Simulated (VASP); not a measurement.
**TiO2: single point with r2SCAN**

TiO2:

```xyz
3
Lattice="0.0000 2.3968 2.3968 2.3968 0.0000 2.3968 2.3968 2.3968 0.0000" Properties=species:S:1:pos:R:3 pbc="T T T"
Ti    0.0000    0.0000    0.0000
O     1.1984    1.1984    1.1984
O     3.5952    3.5952    3.5952
```

- Program: VASP 6.6.1
- Task: single point
- Functional: r2SCAN
- Potentials or basis: VASP PAW PBE potentials, release 64 (Ti_sv, O_h)
- Cutoff: 910 eV
- k mesh: 10 × 10 × 10
- Occupations: gaussian, width 0.01 eV
- Spin: no spin polarisation
- Dipole correction: no
- Second run: hard_potentials
- Further INCAR settings: ALGO = Normal; EDIFF = 1e-06; NBANDS = 19

| Property | Result |
| --- | --- |
| Pressure | 1.2 GPa |
| Band gap on the k mesh | 1.55 eV, indirect (least direct gap 2.25 eV) |

Levels at points of the mesh, in eV from the valence-band top:
```csv
k point,band 10,band 11,band 12,band 13,band 14,band 15
"(0.00, 0.00, 0.00)",-0.91,-0.91,-0.91,1.55,1.55,5.72
"(0.50, 0.00, 0.00)",-3.34,-2.62,-2.62,1.86,1.86,3.16
"(0.50, 0.50, 0.00)",-2.15,-2.15,0.00,2.25,2.26,3.19
```

Run time: 2.3 min on 1 thread of Intel(R) Xeon(R) 6975P-C (Granite Rapids) (shared host), peak memory 0.24 GiB.

Caveat: the cutoff is under 1.25 times the usual one of these potentials, so pressure, stress and relaxed cells hold a basis-set (Pulay) error; the PAW data sets were made with another functional, which shifts forces and pressure a little. r2SCAN opens gaps a little over a GGA but as a rule still falls short of measured ones.
